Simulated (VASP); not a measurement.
Wanted: the native input for a VASP 6.6.1 run.

- Task: single point
- Functional: LDA
- Potentials or basis: VASP PAW LDA potentials, release 64 (K_sv, Pt)
- Cutoff: 520 eV
- k mesh: 11 × 11 × 6
- Occupations: fermi-dirac, width 0.08 eV
- Spin: collinear spin
- Starting moments: [0.0, 0.5] μB
- Fixed moment: 0.5 μB
- Dipole correction: no
- Further INCAR settings: ALGO = Normal; EDIFF = 1e-06; NBANDS = 20

The structure of KPt lies in POSCAR:

```
KPt
1.0
    3.0008472788      0.0000000000      0.0000000000
   -1.5004236394      2.5988099763      0.0000000000
    0.0000000000      0.0000000000      5.3455780000
K Pt
1 1
Direct
    0.0000000000      0.0000000000      0.5000000000
    0.6666666667      0.3333333333      0.0000000000
```

One way to write it, as run:

INCAR

```
SYSTEM = KPt
ALGO = Normal
EDIFF = 1E-6
ENCUT = 520
GGA = CA
ISIF = 2
ISMEAR = -1
ISPIN = 2
LASPH = .TRUE.
LCHARG = .FALSE.
LMAXMIX = 4
LORBIT = 11
LREAL = .FALSE.
LWAVE = .FALSE.
MAGMOM = 0 0.5
NBANDS = 20
NELM = 150
NUPDOWN = 0.5
PREC = Accurate
SIGMA = 0.08
```

KPOINTS

```
k-points
0
G
  11 11 6
  0 0 0
```

Potentials or basis: VASP PAW LDA potentials, release 64 (K_sv, Pt).

Run with:

```console
$ cat potpaw_LDA.64/K_sv/POTCAR potpaw_LDA.64/Pt/POTCAR > POTCAR
$ mpirun -np 1 vasp_std > vasp.out
```

It gave:

The pressure is -6.0 GPa. The net moment is 0.50 μB per cell, the site moments are K +0.01; Pt +0.41 μB and the valence electrons inside the program's atomic spheres are K 7.63; Pt 9.01.

Caveat: the cell stands under tension; the total moment is fixed, so each spin has its own Fermi level.

Wall time 72 s on 1 thread of Intel(R) Xeon(R) Platinum 8259CL CPU @ 2.50GHz (Skylake/Cascade Lake), with other jobs on the host, peak memory 0.21 GiB.
